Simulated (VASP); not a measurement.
# GaN (F-43m) in VASP: notebook

Aim: see how the results for GaN move with the level of theory and the settings. Levels: r2SCAN, HSE06. Tasks: single point.

All numbers are computed with VASP 6.6.1; they aren't measurements. Logs are shortened: lines on timing, memory, paths and dates and some standing lists are left out, and cuts for length are marked.

## (1) The cell of the first run

Symmetry: F-43m, No. 216, cubic system. Conventional cell: a = 4.498 Å, b = 4.498 Å, c = 4.498 Å, α = 90.00°, β = 90.00°, γ = 90.00°. Ga (site symmetry -43m) has 4 N at 1.95 Å within 2.6 Å. Within 2.6 Å of N (site symmetry -43m) lie 4 Ga at 1.95 Å.

## (2) Single point, r2SCAN

The input, POSCAR:

```
GaN
1.0
    0.0000000000      2.2489525451      2.2489525451
    2.2489525451      0.0000000000      2.2489525451
    2.2489525451      2.2489525451      0.0000000000
Ga N
1 1
Direct
    0.0000000000      0.0000000000      0.0000000000
    0.2500000000      0.2500000000      0.2500000000
```

The input, INCAR.step1:

```
ALGO = Normal ; EDIFF = 1E-4
ENCUT = 520 ; GGA = PE
ISMEAR = 0 ; LASPH = T
LCHARG = F ; LREAL = F
LWAVE = T ; NBANDS = 16
NELM = 60 ; PREC = Accurate
SIGMA = 0.01
```

The input, INCAR.step2:

```
ALGO = Normal ; EDIFF = 1E-7
ENCUT = 520 ; ISIF = 2
ISMEAR = 0 ; ISTART = 1
LASPH = T ; LCHARG = T
LELF = T ; LMIXTAU = T
LREAL = F ; LVHAR = T
LWAVE = F ; METAGGA = R2SCAN
NBANDS = 16 ; NELM = 60
PREC = Accurate ; SIGMA = 0.01
```

The input, KPOINTS:

```
k-points
0
Gamma
  6 6 6
```

Potentials or basis: VASP PAW PBE potentials, release 64 (Ga_d, N).

Launch:

```bash
$ cat potpaw_PBE.64/Ga_d/POTCAR potpaw_PBE.64/N/POTCAR > POTCAR
$ cp INCAR.step1 INCAR
$ mpirun -np 1 vasp_std > vasp.out
$ cp INCAR.step2 INCAR
$ mpirun -np 1 vasp_std > vasp.out
```

OUTCAR:

```text
EDIFF = 1E-7
   ENCUT = 520
   ISIF = 2
   ISMEAR = 0
   ISTART = 1
   LASPH = T
   LREAL = F
   METAGGA = R2SCAN
   NELM = 60
   PREC = Accurate

 ion  position               nearest neighbor table
   1  0.000  0.000  0.000-   2 1.95   2 1.95   2 1.95   2 1.95
   2  0.250  0.250  0.250-   1 1.95   1 1.95   1 1.95   1 1.95

  LATTYP: Found a face centered cubic cell.
 ALAT       =     4.4979050902

  Lattice vectors:

 A1 = (   0.0000000000,   2.2489525451,   2.2489525451)
 A2 = (   2.2489525451,   0.0000000000,   2.2489525451)
 A3 = (   2.2489525451,   2.2489525451,   0.0000000000)

Analysis of symmetry for initial positions (statically):
=====================================================================
 Subroutine PRICEL returns:
 Original cell was already a primitive cell.

 Routine SETGRP: Setting up the symmetry group for a
 face centered cubic supercell.

 Subroutine GETGRP returns: Found 24 space group operations
 (whereof 24 operations were pure point group operations)
 out of a pool of 48 trial point group operations.

The static configuration has the point symmetry T_d .

Analysis of symmetry for dynamics (positions and initial velocities):
=====================================================================
 Subroutine PRICEL returns:
 Original cell was already a primitive cell.

 Routine SETGRP: Setting up the symmetry group for a
 face centered cubic supercell.

 Subroutine GETGRP returns: Found 24 space group operations
 (whereof 24 operations were pure point group operations)
 out of a pool of 48 trial point group operations.

The dynamic configuration has the point symmetry T_d .

 Subroutine INISYM returns: Found 24 space group operations
 (whereof 24 operations are pure point group operations),
 and found     1 'primitive' translations

----------------------------------------------------------------------------------------

                                     Primitive cell

  volume of cell :      22.7494

  direct lattice vectors                    reciprocal lattice vectors
     0.000000000  2.248952545  2.248952545    -0.222325723  0.222325723  0.222325723
     2.248952545  0.000000000  2.248952545     0.222325723 -0.222325723  0.222325723
     2.248952545  2.248952545  0.000000000     0.222325723  0.222325723 -0.222325723

  length of vectors
     3.180499190  3.180499190  3.180499190     0.385079448  0.385079448  0.385079448

[... 70 lines left out ...]
   NELM   =     60;   NELMIN=  2; NELMDL=  0     # of ELM steps
   EDIFF  = 0.1E-06   stopping-criterion for ELM
   LREAL  =      F    real-space projection
   EDIFFG = 0.1E-05   stopping-criterion for IOM
   NSW    =      0    number of steps for IOM
   IBRION =     -1    ionic relax: 0-MD 1-quasi-New 2-CG
   NFREE  =      0    steps in history (QN), initial steepest desc. (CG)
   ISIF   =      2    stress and relaxation
   ISYM   =      2    0-nonsym 1-usesym 2-fastsym
   POTIM  = 0.5000    time-step for ionic-motion
   TEBEG  =    0.0;   TEEND  =   0.0 temperature during run
   PSTRESS=    0.0 pullay stress
   NELECT =      18.0000    total number of electrons
   NUPDOWN=      -1.0000    fix difference up-down
   EMIN   =  10.00;   EMAX   =-10.00  energy-range for DOS
   EFERMI =   0.00;   METHOD = LEGACY
   ISMEAR =     0;   SIGMA  =   0.01  broadening in eV -4-tet -1-fermi 0-gaus
   EFERMI_NEDOS =   21; number of points for ismear=-14 and -15
   IALGO  =     38    algorithm
   IMIX   =      4    mixing-type and parameters
     AMIX     =   0.40;   BMIX     =  1.00
     AMIX_MAG =   1.60;   BMIX_MAG =  1.00
  volume/ion in A,a.u.               =      11.37        76.76
  Fermi-wavevector in a.u.,A,eV,Ry     =   1.514173  2.861371 31.194330  2.292719
  Thomas-Fermi vector in A             =   2.623866
   LORBIT       =      0    0 simple, 1 ext, 2 COOP (PROOUT), +10 PAW based schemes
   METAGGA = R2SCAN    functional components
   LHFCALC =     F    Hartree Fock is set to
   AEXX    =    0.0000 exact exchange contribution
   IVDW    =     0    specifies the selected vdW correction
   LEPSILON=     F    determine dielectric tensor
   LRPA    =     F    only Hartree local field effects (RPA)
 non-spin polarized calculation
 Gauss-broadening in eV      SIGMA  =   0.01
  energy-cutoff  :      520.00
  volume of cell :       22.75
 maximum number of plane-waves:       624
   NGX = 11   NGY = 11   NGZ = 11

 number of electron      18.0000009 magnetization

 Free energy of the ion-electron system (eV)
  ---------------------------------------------------
  ext. energy  EPLUGINS =         0.00000000
  ---------------------------------------------------
  free energy    TOTEN  =       -21.89254053 eV

  energy without entropy =      -21.89254053  energy(sigma->0) =      -21.89254053

 E-fermi :   5.1557     XC(G=0): -12.6697

 val. band max:        5.0866060242   @ k =   0.0000   0.0000   0.0000
 cond. band min:       7.2446509911   @ k =   0.0000   0.0000   0.0000
 fundamental gap:      2.1580449669
 Fermi energy:         5.1557116502

 k-point     1 :       0.0000    0.0000    0.0000
  band No.  band energies     occupation
      1     -11.6972      2.00000
      2      -8.7527      2.00000
      3      -8.7527      2.00000
      4      -8.7527      2.00000
      5      -8.3956      2.00000
      6      -8.3956      2.00000
[... 281 lines left out ...]
      3      -8.5300      2.00000
      4      -8.4171      2.00000
      5      -8.3550      2.00000
      6      -6.6703      2.00000
[... 8 lines left out ...]
     15      26.7791      0.00000
     16      29.2867      0.00000

------------------------ aborting loop because EDIFF is reached ----------------------------------------

  FORCE on cell =-STRESS in cart. coord.  units (eV):
  Direction    XX          YY          ZZ          XY          YZ          ZX
  --------------------------------------------------------------------------------------
  -------------------------------------------------------------------------------------
  Total        0.1526607      0.1526607      0.1526607     -0.0000000      0.0000000     -0.0000000
  in kB       10.7514503     10.7514503     10.7514503     -0.0000000      0.0000000     -0.0000000
  external PRESSURE =      10.7514503 kB  Pullay stress =       0.0000000 kB

 VOLUME and BASIS-vectors are now :
 -----------------------------------------------------------------------------
  energy-cutoff  :      520.00
  volume of cell :       22.75
      direct lattice vectors                 reciprocal lattice vectors
     0.000000000  2.248952545  2.248952545    -0.222325723  0.222325723  0.222325723
     2.248952545  0.000000000  2.248952545     0.222325723 -0.222325723  0.222325723
     2.248952545  2.248952545  0.000000000     0.222325723  0.222325723 -0.222325723

 POSITION                                       TOTAL-FORCE (eV/Angst)
 -----------------------------------------------------------------------------------
      0.00000      0.00000      0.00000         0.000000      0.000000      0.000000
      1.12448      1.12448      1.12448        -0.000000     -0.000000     -0.000000
 -----------------------------------------------------------------------------------
    total drift:                                0.000008      0.000008      0.000008

  FREE ENERGIE OF THE ION-ELECTRON SYSTEM (eV)
  ---------------------------------------------------
  free  energy   TOTEN  =       -21.8925405289 eV

  energy  without entropy=      -21.8925405289  energy(sigma->0) =      -21.89254053
```

OSZICAR.step1:

```text
N       E                     dE             d eps       ncg     rms          rms(c)
DAV:   1     0.809147489861E+02    0.80915E+02   -0.91759E+03   584   0.199E+03
DAV:   2    -0.811911928188E+01   -0.89034E+02   -0.82602E+02   560   0.330E+02
DAV:   3    -0.140821136651E+02   -0.59630E+01   -0.59402E+01   624   0.718E+01
DAV:   4    -0.141471479573E+02   -0.65034E-01   -0.65026E-01   624   0.801E+00
DAV:   5    -0.141479162295E+02   -0.76827E-03   -0.76827E-03   600   0.813E-01    0.774E+00
DAV:   6    -0.121326258395E+02    0.20153E+01   -0.49323E+00   768   0.399E+01    0.268E+00
DAV:   7    -0.121412949632E+02   -0.86691E-02   -0.31860E-01   560   0.652E+00    0.177E+00
DAV:   8    -0.121374669182E+02    0.38280E-02   -0.55274E-02   616   0.323E+00    0.766E-01
DAV:   9    -0.121335298828E+02    0.39370E-02   -0.13820E-02   768   0.272E+00    0.195E-01
DAV:  10    -0.121338731056E+02   -0.34322E-03   -0.15045E-03   592   0.549E-01    0.934E-02
DAV:  11    -0.121337752574E+02    0.97848E-04   -0.25265E-04   472   0.250E-01
   1 F= -.12133775E+02 E0= -.12133775E+02  d E =-.614255E-17
```

Run time: 25 s. Hardware: 1 thread of Intel Xeon Platinum 8488C (Sapphire Rapids), shared host; peak memory 0.14 GiB.

What came out:

```yaml
Free_energy: -21.8925 eV
Pressure: 1.1 GPa
Band_gap_on_the_k_mesh: 2.16 eV, direct
```

Levels at points of the mesh, in eV from the valence-band top:
```tsv
k point	band 7	band 8	band 9	band 10	band 11	band 12
(0.00, 0.00, 0.00)	0.00	0.00	0.00	2.16	11.04	11.04
(0.50, 0.00, 0.00)	-7.20	-1.01	-1.01	5.20	9.47	11.03
(0.50, 0.50, 0.00)	-6.24	-2.81	-2.81	3.77	7.28	12.63
```

Caveat: the PAW data sets were made with another functional, which shifts forces and pressure a little.

## (3) Single point, HSE06

POSCAR is that of step 2.

The input, INCAR.step1:

```
ALGO = Normal
EDIFF = 1E-5
ENCUT = 520
GGA = PE
ISIF = 2
ISMEAR = 0
LASPH = T
LCHARG = F
LREAL = F
LWAVE = T
NBANDS = 16
NELM = 60
PREC = Accurate
SIGMA = 0.01
```

The input, INCAR.step2:

```
ALGO = Normal
EDIFF = 1E-6
ENCUT = 520
GGA = PE
HFSCREEN = 0.2079
ISIF = 2
ISMEAR = 0
ISTART = 1
LASPH = T
LCHARG = F
LHFCALC = T
LREAL = F
LWAVE = F
NBANDS = 16
NELM = 60
PREC = Accurate
PRECFOCK = Normal
SIGMA = 0.01
```

KPOINTS is that of step 2.

Potentials or basis: VASP PAW PBE potentials, release 64 (Ga_d, N).

Launch:

```bash
$ cat potpaw_PBE.64/Ga_d/POTCAR potpaw_PBE.64/N/POTCAR > POTCAR
$ cp INCAR.step1 INCAR
$ mpirun -np 1 vasp_std > vasp.out
$ cp INCAR.step2 INCAR
$ mpirun -np 1 vasp_std > vasp.out
```

Run time: 22 min. Hardware: 1 thread of Intel Xeon Platinum 8375C at 2.90GHz (Ice Lake), shared host; peak memory 0.25 GiB.

The run converged. Its results:

```yaml
Free_energy: -14.7383 eV
Pressure: -0.1 GPa
Band_gap_on_the_k_mesh: 3.02 eV, direct
```

Levels at points of the mesh, in eV from the valence-band top:
| k point | band 5 | band 6 | band 7 | band 8 | band 9 | band 10 | band 11 | band 12 | band 13 | band 14 |
| --- | --- | --- | --- | --- | --- | --- | --- | --- | --- | --- |
| (0.00, 0.00, 0.00) | -15.25 | -15.25 | 0.00 | 0.00 | 0.00 | 3.02 | 11.96 | 11.96 | 11.96 | 19.47 |
| (0.50, 0.00, 0.00) | -15.21 | -13.61 | -7.58 | -1.05 | -1.05 | 6.13 | 10.45 | 11.94 | 11.94 | 17.39 |
| (0.50, 0.50, 0.00) | -15.18 | -13.05 | -6.59 | -2.93 | -2.93 | 4.45 | 8.19 | 13.63 | 16.10 | 16.10 |

Caveat: the PAW data sets were made with another functional, which shifts forces and pressure a little.
